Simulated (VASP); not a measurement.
Write the native input for VASP 6.6.1 that does the following.

| Quantity | Value |
| --- | --- |
| Task | relaxation of cell and atoms |
| Functional | LDA |
| Potentials or basis | VASP PAW LDA potentials, release 64 (Hf_pv, O) |
| Cutoff | 600 eV |
| k mesh | 5 × 5 × 5 |
| Occupations | gaussian, width 0.01 eV |
| Spin | no spin polarisation |
| Dipole correction | no |
| Further INCAR settings | ALGO = Normal; EDIFF = 1e-07; IBRION = 2; EDIFFG = -0.03; NSW = 60; ISIF = 3 |

The structure of HfO2 lies in POSCAR:

```
HfO2
1.0
    0.0000000000      2.5575000000      2.5575000000
    2.5575000000      0.0000000000      2.5575000000
    2.5575000000      2.5575000000      0.0000000000
Hf O
1 2
Direct
    0.0000000000      0.0000000000      0.0000000000
    0.2500000000      0.2500000000      0.2500000000
    0.7500000000      0.7500000000      0.7500000000
```

One way to write it, as run:

INCAR

```
SYSTEM = HfO2
PREC = Accurate
ENCUT = 600
EDIFF = 1E-7
ISMEAR = 0
SIGMA = 0.01
LREAL = .False.
LASPH = .True.
NELM = 120
ALGO = Normal
ISIF = 3
LWAVE = .False.
LCHARG = .False.
GGA = CA
IBRION = 2
NSW = 60
EDIFFG = -0.03
GGA_COMPAT = .False.
NELMIN = 4
```

KPOINTS

```
Automatic mesh
0
Gamma
  5 5 5
  0 0 0
```

Potentials or basis: VASP PAW LDA potentials, release 64 (Hf_pv, O).

Launch:

```sh
$ cat potpaw_LDA.64/Hf_pv/POTCAR potpaw_LDA.64/O/POTCAR > POTCAR
$ mpirun -np 1 vasp_std > vasp.out
```

Results of the run:

| Item | Value |
| --- | --- |
| Relaxed volume | 10.30 Å³/atom |
| Relaxed cell | a = 3.522 Å, b = 3.522 Å, c = 3.522 Å, α = 60.00°, β = 60.00°, γ = 60.00° |
| Space group after relaxing (to 0.1 Å) | Fm-3m (No. 225) |
| Energy gained by relaxing | 56.5 meV/atom |
| Ionic steps | 4 |
| Pressure after relaxing | -0.1 GPa |
| Band gap on the k mesh | 4.02 eV (least direct gap 4.42 eV) |

Caveat: the k points lie up to 0.44 Å⁻¹ apart in the final cell; spin-orbit coupling is left out, which moves the levels of the heavy elements; an odd mesh through Γ misses points on the zone boundary, where band edges can lie.

Run time: 28 s on 1 thread of Intel(R) Xeon(R) Platinum 8259CL CPU @ 2.50GHz (Skylake/Cascade Lake), with other jobs on the host, peak memory 0.16 GiB.
